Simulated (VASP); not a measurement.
Runs of VASP 6.6.1 on Se. The structure is that of space group R-3 (No. 148), or close to it. The cells are those of the table. 

```csv
task,cell,gap on the mesh (eV),pressure (GPa),largest force (eV/Å)
electric field gradients,"a = 6.677, b = 6.757, c = 6.738 Å, angles 115.5, 115.0, 115.5°, 6 atoms",1.15,(c),0.60
single point,"a = 6.718 Å, angles 115.5°, 6 atoms",1.10,3.6,0.65
single point,"a = 6.532 Å, angles 115.0°, 6 atoms",1.52,7.8,1.45
electric field gradients,"a = 6.660 Å, angles 115.2°, 6 atoms",1.30,4.3,0.80
electric field gradients,"a = 6.718 Å, angles 115.5°, 6 atoms",1.10,3.6,0.65
electric field gradients,"a = 6.532 Å, angles 115.0°, 6 atoms",1.52,7.8,1.45
single point,"a = 6.727 Å, angles 115.2°, 6 atoms",1.24,2.4,0.44
single point,"a = 6.734 Å, angles 115.1°, 6 atoms",(b),1.7,0.31
single point,"a = 6.852 Å, angles 115.5°, 6 atoms",1.01,(a),0.07
single point,"a = 6.660 Å, angles 115.2°, 6 atoms",1.30,4.3,0.80
```

Alike in all rows: level PBE; potentials or basis VASP PAW PBE potentials, release 64 (Se); no spin polarisation; k mesh 6 × 6 × 6; cutoff (eV) 520; smearing fermi-dirac 0.01 eV.

Question: Fill in the values left out.

Answer: (a) 0.3; (b) 1.34; (c) 2.8.

Caveats: this functional lacks dispersion, which holds the molecules together, so the pressure and a relaxed volume are unreliable; the cell stands under pressure (at least some runs); forces of over 1 eV/Å act on the atoms, so gaps and moduli don't describe the material at rest (at least some runs).

A k mesh can miss the band edges, and the runs leave out spin-orbit coupling on Se.
